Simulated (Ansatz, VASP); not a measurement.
**Two plane-wave programs on C**

The input INCAR:

```
SYSTEM = C
PREC = Accurate
ENCUT = 520
EDIFF = 1E-7
ISMEAR = 0
SIGMA = 0.1
LREAL = .False.
LASPH = .True.
NELM = 80
ALGO = Normal
ISIF = 2
LWAVE = .False.
LCHARG = .False.
LDIPOL = .True.
IDIPOL = 3
DIPOL = 0.5 0.5 0.359
GGA = PE
IVDW = 12
NBANDS = 16
```

The input KPOINTS:

```
Automatic mesh
0
Gamma
  15 15 1
  0 0 0
```

File POSCAR:

```
C
1.0
    2.4657189597      0.0000000000      0.0000000000
   -1.2328594799      2.1353752577      0.0000000000
    0.0000000000      0.0000000000     17.5000000000
C
4
Direct
    0.3333333333      0.6666666667      0.2571428571
    0.6666666667      0.3333333333      0.2571428571
    0.5000000000      1.3333333333      0.4605714286
    0.8333333333      1.0000000000      0.4605714286
```

Input for Ansatz:

```yaml
crystal:
  lattice:
    - [2.4657189597, 0.0, 0.0]
    - [-1.2328594799, 2.1353752577, 0.0]
    - [0.0, 0.0, 17.5]
  atoms:
    - { symbol: C, position: [0.3333333333, 0.6666666667, 0.2571428571] }
    - { symbol: C, position: [0.6666666667, 0.3333333333, 0.2571428571] }
    - { symbol: C, position: [0.5, 1.3333333333, 0.4605714286] }
    - { symbol: C, position: [0.8333333333, 1.0, 0.4605714286] }
basis:
  ecutwfc: 420
kpoints:
  mp_grid: { grid: [15, 15, 1] }
hamiltonian:
  xc: pbe
  dispersion: d3bj
scf:
  occupations: { method: gaussian, width: 0.1 }
output:
  forces: true
  eigenvalues: true
efield:
  axis: 3
  dipole_correction: true
  ramp_width: 0.04
```

Alike in both runs: task single point; functional PBE; dispersion D3(BJ); k mesh 15 × 15 × 1; occupations gaussian, width 0.1 eV; no spin polarisation.

|  | VASP | Ansatz |
| --- | --- | --- |
| version | VASP 6.6.1 | Ansatz 0.2.0 |
| potentials or method | VASP PAW PBE potentials, release 64 (C), cutoff 520 eV | scalar-relativistic, plane waves, PAW |
| valence electrons in the cell | 16 | 16 |

```csv
,VASP,Ansatz,Ansatz less VASP
gap on the k mesh at the Fermi level (eV),0.16,0.16,0.000
least direct gap on the mesh (eV),0.16,0.16,0.000
rms of the force components (eV/Å),0.010,0.010,0.0000
```

Atom by atom the forces differ by 0.000 eV/Å (rms over components).
